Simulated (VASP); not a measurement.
# Ti (Pm-3n) in VASP: a series of runs, part 2 of 2

VASP 6.6.1. The steps go on from the part before.

## Step 3: Single point, r2SCAN

POSCAR

```
Ti
1.0
    5.1893494198      0.0000000000      0.0000000000
    0.0000000000      5.1893494198      0.0000000000
    0.0000000000      0.0000000000      5.1893494198
Ti
8
Direct
    1.0000000000      1.0000000000      1.0000000000
    0.5000000000      0.5000000000      0.5000000000
    0.2500000000      1.0000000000      0.5000000000
    0.7500000000      0.0000000000      0.5000000000
    0.5000000000      0.2500000000      1.0000000000
    0.5000000000      0.7500000000      0.0000000000
    0.0000000000      0.5000000000      0.2500000000
    0.0000000000      0.5000000000      0.7500000000
```

INCAR.step1

```
PREC = Accurate
ENCUT = 520
ISMEAR = -1
SIGMA = 0.1
LREAL = False
LASPH = True
NELM = 80
NBANDS = 58
GGA = PE
ALGO = Normal
EDIFF = 1E-4
LWAVE = True
LCHARG = False
```

INCAR.step2

```
PREC = Accurate
ENCUT = 520
EDIFF = 1E-6
ISMEAR = -1
SIGMA = 0.1
LREAL = False
LASPH = True
NELM = 80
ALGO = Normal
ISIF = 2
LWAVE = False
LCHARG = True
METAGGA = R2SCAN
LMIXTAU = True
LELF = True
LVHAR = True
NBANDS = 58
ISTART = 1
```

KPOINTS

```
regular mesh
0
Gamma
  7 7 7
```

Potentials or basis: VASP PAW PBE potentials, release 64 (Ti_sv).

Started as:

```
cat potpaw_PBE.64/Ti_sv/POTCAR > POTCAR
cp INCAR.step1 INCAR
mpirun -np 1 vasp_std > vasp.out
cp INCAR.step2 INCAR
mpirun -np 1 vasp_std > vasp.out
```

OUTCAR:

```text
PREC = Accurate
   ENCUT = 520
   EDIFF = 1E-6
   ISMEAR = -1
   LREAL = False
   LASPH = True
   NELM = 80
   ISIF = 2
   METAGGA = R2SCAN
   ISTART = 1

 ion  position               nearest neighbor table
   1  0.000  0.000  0.000-   3 2.90   4 2.90   5 2.90   6 2.90   7 2.90   8 2.90   3 2.90   4 2.90
                             7 2.90   8 2.90   5 2.90   6 2.90
   2  0.500  0.500  0.500-   3 2.90   4 2.90   5 2.90   6 2.90   7 2.90   8 2.90   5 2.90   6 2.90
                             3 2.90   4 2.90   7 2.90   8 2.90
   3  0.250  0.000  0.500-   4 2.59   4 2.59   1 2.90   1 2.90   2 2.90   2 2.90
   4  0.750  0.000  0.500-   3 2.59   3 2.59   1 2.90   1 2.90   2 2.90   2 2.90
   5  0.500  0.250  0.000-   6 2.59   6 2.59   1 2.90   2 2.90   2 2.90   1 2.90
   6  0.500  0.750  0.000-   5 2.59   5 2.59   1 2.90   2 2.90   2 2.90   1 2.90
   7  0.000  0.500  0.250-   8 2.59   8 2.59   1 2.90   2 2.90   1 2.90   2 2.90
   8  0.000  0.500  0.750-   7 2.59   7 2.59   1 2.90   2 2.90   1 2.90   2 2.90

  LATTYP: Found a simple cubic cell.
 ALAT       =     5.1893494198

  Lattice vectors:

 A1 = (   5.1893494198,   0.0000000000,   0.0000000000)
 A2 = (   0.0000000000,   5.1893494198,   0.0000000000)
 A3 = (   0.0000000000,   0.0000000000,   5.1893494198)

Analysis of symmetry for initial positions (statically):
=====================================================================
 Subroutine PRICEL returns:
 Original cell was already a primitive cell.

 Routine SETGRP: Setting up the symmetry group for a
 simple cubic supercell.

 Subroutine GETGRP returns: Found 48 space group operations
 (whereof 24 operations were pure point group operations)
 out of a pool of 48 trial point group operations.

The static configuration has the point symmetry T_h .
 The point group associated with its full space group is O_h .

Analysis of symmetry for dynamics (positions and initial velocities):
=====================================================================
 Subroutine PRICEL returns:
 Original cell was already a primitive cell.

 Routine SETGRP: Setting up the symmetry group for a
 simple cubic supercell.

 Subroutine GETGRP returns: Found 48 space group operations
 (whereof 24 operations were pure point group operations)
 out of a pool of 48 trial point group operations.

The dynamic configuration has the point symmetry T_h .
 The point group associated with its full space group is O_h .

 Subroutine INISYM returns: Found 48 space group operations
 (whereof 24 operations are pure point group operations),
 and found     1 'primitive' translations

----------------------------------------------------------------------------------------

                                     Primitive cell

  volume of cell :     139.7458

  direct lattice vectors                    reciprocal lattice vectors
     5.189349420  0.000000000  0.000000000     0.192702383  0.000000000  0.000000000
     0.000000000  5.189349420  0.000000000     0.000000000  0.192702383  0.000000000
     0.000000000  0.000000000  5.189349420     0.000000000  0.000000000  0.192702383

  length of vectors
     5.189349420  5.189349420  5.189349420     0.192702383  0.192702383  0.192702383

  position of ions in fractional coordinates (direct lattice)
[... 51 lines left out ...]
  0.428571  0.000000  0.000000      6.000000
  0.142857  0.142857  0.000000     12.000000
  0.285714  0.142857  0.000000     24.000000
[... 12 lines left out ...]
  0.428571  0.428571  0.285714     24.000000
  0.428571  0.428571  0.428571      8.000000
   k-points           NKPTS =     20   k-points in BZ     NKDIM =     20   number of bands    NBANDS=     58
   number of dos      NEDOS =    301   number of ions     NIONS =      8
   total plane-waves  NPLWV =  64000
   dimension x,y,z NGX =    40 NGY =   40 NGZ =   40
   dimension x,y,z NGXF=    80 NGYF=   80 NGZF=   80
   ions per type =               8
   NGX,Y,Z   is equivalent  to a cutoff of  12.81, 12.81, 12.81 a.u.
   NGXF,Y,Z  is equivalent  to a cutoff of  25.63, 25.63, 25.63 a.u.
 SYSTEM =  unknown system
   PREC   = accura    normal or accurate (medium, high low for compatibility)
   ISTART =      1    job   : 0-new  1-cont  2-samecut
   ICHARG =      0    charge: 1-file 2-atom 10-const
   ISPIN  =      1    spin polarized calculation?
   LNONCOLLINEAR =      F non collinear calculations
   LSORBIT =      F    spin-orbit coupling
   LASPH  =      T    aspherical Exc in radial PAW
   ENCUT  =  520.0 eV  38.22 Ry    6.18 a.u.   9.65  9.65  9.65*2*pi/ulx,y,z
   NELM   =     80;   NELMIN=  2; NELMDL=  0     # of ELM steps
   EDIFF  = 0.1E-05   stopping-criterion for ELM
   LREAL  =      F    real-space projection
   EDIFFG = 0.1E-04   stopping-criterion for IOM
   NSW    =      0    number of steps for IOM
   IBRION =     -1    ionic relax: 0-MD 1-quasi-New 2-CG
   NFREE  =      0    steps in history (QN), initial steepest desc. (CG)
   ISIF   =      2    stress and relaxation
   ISYM   =      2    0-nonsym 1-usesym 2-fastsym
   POTIM  = 0.5000    time-step for ionic-motion
   TEBEG  =    0.0;   TEEND  =   0.0 temperature during run
   PSTRESS=    0.0 pullay stress
   NELECT =      96.0000    total number of electrons
   NUPDOWN=      -1.0000    fix difference up-down
   EMIN   =  10.00;   EMAX   =-10.00  energy-range for DOS
   EFERMI =   0.00;   METHOD = LEGACY
   ISMEAR =    -1;   SIGMA  =   0.10  broadening in eV -4-tet -1-fermi 0-gaus
   EFERMI_NEDOS =   21; number of points for ismear=-14 and -15
   IALGO  =     38    algorithm
   IMIX   =      4    mixing-type and parameters
     AMIX     =   0.40;   BMIX     =  1.00
     AMIX_MAG =   1.60;   BMIX_MAG =  1.00
  volume/ion in A,a.u.               =      17.47       117.88
  Fermi-wavevector in a.u.,A,eV,Ry     =   1.444505  2.729718 28.389837  2.086594
  Thomas-Fermi vector in A             =   2.562792
   LORBIT       =      0    0 simple, 1 ext, 2 COOP (PROOUT), +10 PAW based schemes
   METAGGA = R2SCAN    functional components
   LHFCALC =     F    Hartree Fock is set to
   AEXX    =    0.0000 exact exchange contribution
   IVDW    =     0    specifies the selected vdW correction
   LEPSILON=     F    determine dielectric tensor
   LRPA    =     F    only Hartree local field effects (RPA)
 non-spin polarized calculation
  energy-cutoff  :      520.00
  volume of cell :      139.75
 maximum number of plane-waves:      3791
 NGX is ok and might be reduce to    40
   NGX = 19   NGY = 19   NGZ = 19

 number of electron      95.9999989 magnetization

 Free energy of the ion-electron system (eV)
  ---------------------------------------------------
  ext. energy  EPLUGINS =         0.00000000
  ---------------------------------------------------
  free energy    TOTEN  =      -102.12991301 eV

  energy without entropy =     -101.47527852  energy(sigma->0) =     -101.80259577

 E-fermi :   7.9620     XC(G=0): -12.3653

 val. band max:        7.9601877090   @ k =   0.4286   0.2857   0.0000
 cond. band min:       7.9639947792   @ k =   0.4286   0.2857   0.0000
 fundamental gap:      0.0038070702
 Fermi energy:         7.9619968118

 k-point     1 :       0.0000    0.0000    0.0000
  band No.  band energies     occupation
      1     -50.8315      2.00000
      2     -50.7408      2.00000
      3     -50.7408      2.00000
      4     -50.7089      2.00000
      5     -50.6621      2.00000
      6     -50.6080      2.00000
[... 1209 lines left out ...]
     57      10.1936      0.00000
     58      10.1937      0.00000

------------------------ aborting loop because EDIFF is reached ----------------------------------------

  FORCE on cell =-STRESS in cart. coord.  units (eV):
  Direction    XX          YY          ZZ          XY          YZ          ZX
  --------------------------------------------------------------------------------------
  -------------------------------------------------------------------------------------
  Total        0.3898717      0.3898717      0.3898717     -0.0000000      0.0000000      0.0000000
  in kB        4.4698565      4.4698565      4.4698565     -0.0000000      0.0000000      0.0000000
  external PRESSURE =       4.4698565 kB  Pullay stress =       0.0000000 kB

 VOLUME and BASIS-vectors are now :
 -----------------------------------------------------------------------------
  energy-cutoff  :      520.00
  volume of cell :      139.75
      direct lattice vectors                 reciprocal lattice vectors
     5.189349420  0.000000000  0.000000000     0.192702383  0.000000000  0.000000000
     0.000000000  5.189349420  0.000000000     0.000000000  0.192702383  0.000000000
     0.000000000  0.000000000  5.189349420     0.000000000  0.000000000  0.192702383

 POSITION                                       TOTAL-FORCE (eV/Angst)
 -----------------------------------------------------------------------------------
      0.00000      0.00000      0.00000         0.000000     -0.000000     -0.000000
      2.59467      2.59467      2.59467         0.000000     -0.000000     -0.000000
      1.29734      0.00000      2.59467        -0.000000     -0.000000      0.000000
      3.89201      0.00000      2.59467         0.000000      0.000000     -0.000000
      2.59467      1.29734      0.00000        -0.000000     -0.000000      0.000000
      2.59467      3.89201      0.00000         0.000000      0.000000     -0.000000
      0.00000      2.59467      1.29734         0.000000      0.000000      0.000000
      0.00000      2.59467      3.89201         0.000000      0.000000     -0.000000
 -----------------------------------------------------------------------------------
    total drift:                                0.000000     -0.000000      0.000000

  FREE ENERGIE OF THE ION-ELECTRON SYSTEM (eV)
  ---------------------------------------------------
  free  energy   TOTEN  =      -102.1299130094 eV

  energy  without entropy=     -101.4752785229  energy(sigma->0) =     -101.80259577
```

It took 10 min on 1 thread of Intel Xeon Platinum 8259CL at 2.50GHz (Skylake/Cascade Lake), shared host; peak memory 0.32 GiB.

What came out:

| Quantity | Value |
| --- | --- |
| Free energy | -102.1299 eV |
| Pressure | 0.4 GPa |
| Band gap on the k mesh | zero (bands 48 and 49 overlap by 0.60 eV) |

Levels at points of the mesh, in eV from the Fermi level:
```csv
k point,band 44,band 45,band 46,band 47,band 48,band 49,band 50,band 51,band 52,band 53
"(0.00, 0.00, 0.00)",-0.76,-0.76,-0.47,-0.47,-0.47,-0.46,-0.04,-0.04,0.03,0.92
```

Caveat: the PAW data sets were made with another functional, which shifts forces and pressure a little.

The gap in the log of VASP goes by the Fermi energy; the results here count the filled bands.